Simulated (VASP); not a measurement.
A run of VASP 6.6.1:

Contents of INCAR:

```
PREC     = Accurate       # precision mode
ENCUT    = 500            # plane-wave cutoff, eV
EDIFF    = 1E-7           # SCF threshold, eV
ISMEAR   = -1             # smearing method
SIGMA    = 0.1            # smearing width, eV
LREAL    = F              # projectors in reciprocal space
LASPH    = T              # aspherical terms in the spheres
NELM     = 120            # most SCF steps
ALGO     = Normal         # electronic algorithm
ISIF     = 3              # what is computed and relaxed
LWAVE    = F              # write WAVECAR
LCHARG   = F              # write CHGCAR
IBRION   = 2              # ionic algorithm
NSW      = 80             # ionic steps
EDIFFG   = -0.01          # ionic threshold
PSTRESS  = 50.0         
GGA_COMPAT= F            
NELMIN   = 4
```

Contents of KPOINTS:

```
Automatic mesh
0
Gamma
  16 16 16
```

Contents of POSCAR:

```
As
1.0
    0.0000000000      2.2100000000      2.2100000000
    2.2100000000      0.0000000000      2.2100000000
    2.2100000000      2.2100000000      0.0000000000
As
1
Direct
    0.0000000000      0.0000000000      0.0000000000
```

Potentials or basis: VASP PAW LDA potentials, release 64 (As).

The run is started by

```console
$ cat potpaw_LDA.64/As/POTCAR > POTCAR
$ mpirun -np 1 vasp_std > vasp.out
```

Hardware: 1 thread of Intel(R) Xeon(R) 6975P-C (Granite Rapids) (shared host).

Q: How long does it take, and how much memory?

A: Run time: 13 s on 1 thread of Intel(R) Xeon(R) 6975P-C (Granite Rapids), on a shared host, peak memory 0.14 GiB. Counts: scf iterations 35, k points 145, ion steps 6.
